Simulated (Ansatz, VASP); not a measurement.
Ni in VASP and in Ansatz

INCAR

```
SYSTEM = Ni
PREC = Accurate
ENCUT = 600
EDIFF = 1E-6
ISMEAR = -5
SIGMA = 0.1
LREAL = .FALSE.
LASPH = .TRUE.
NELM = 200
ALGO = Normal
ISIF = 2
LWAVE = .FALSE.
LCHARG = .FALSE.
ISPIN = 2
MAGMOM = 0.81
LORBIT = 11
LMAXMIX = 4
GGA = PE
NBANDS = 15
GGA_COMPAT = .FALSE.
```

Contents of KPOINTS:

```
regular mesh
0
G
  4 4 4
  0 0 0
```

POSCAR

```
Ni
1.0
    0.0000000000      1.7679500000      1.7679500000
    1.7679500000      0.0000000000      1.7679500000
    1.7679500000      1.7679500000      0.0000000000
Ni
1
Direct
    0.0000000000      0.0000000000      0.0000000000
```

Input for Ansatz:

```yaml
crystal:
  lattice:
    - [0.0, 1.76795, 1.76795]
    - [1.76795, 0.0, 1.76795]
    - [1.76795, 1.76795, 0.0]
  atoms:
    - { symbol: Ni, position: [0.0, 0.0, 0.0], spin: 0.81 }
basis:
  ecutwfc: 420
kpoints:
  mp_grid: { grid: [4, 4, 4] }
  band_path: { path: [[0, 0, 0], [0.5, 0, 0], [0.5, 0.5, 0.5]], npoints: 4 }
hamiltonian:
  xc: pbe
scf:
  occupations: { method: tetrahedron }
  lower_state_search: "off"
output:
  forces: true
  stress: true
  eigenvalues: true
  populations: true
magnetization:
  spin_polarized: true
```

Alike in both runs: task single point; functional PBE; k mesh 4 × 4 × 4; occupations tetrahedron; collinear spin.

|  | VASP | Ansatz |
| --- | --- | --- |
| version | VASP 6.6.1 | Ansatz 0.2.0 |
| potentials or method | VASP PAW PBE potentials, release 64 (Ni), cutoff 600 eV | scalar-relativistic, plane waves, PAW |
| valence electrons in the cell | 10 | 18 |

|  | VASP | Ansatz | Ansatz less VASP |
| --- | --- | --- | --- |
| gap on the k mesh at the Fermi level (eV) | none | none | - |
| pressure (GPa) | -5.0 | -5.1 | -0.04 |
| net moment per atom (μB) | 0.38 | 0.33 | -0.042 |
| size of the moment on the site where the two differ most (μB) | 0.41 | 0.38 | -0.033 |

Site moments also hang on the region over which each program counts them. A gap of «none» marks a metal or a gap that the smearing closes. VASP's potentials hold 10 valence electrons a cell and Ansatz's 18, so a difference there can come from the potentials and not from the codes. Ansatz's warnings: band table not solved further, stability check not made, tetrahedron derivatives may miss energy slope.

The k mesh is coarse, so the values compare programs but aren't converged.
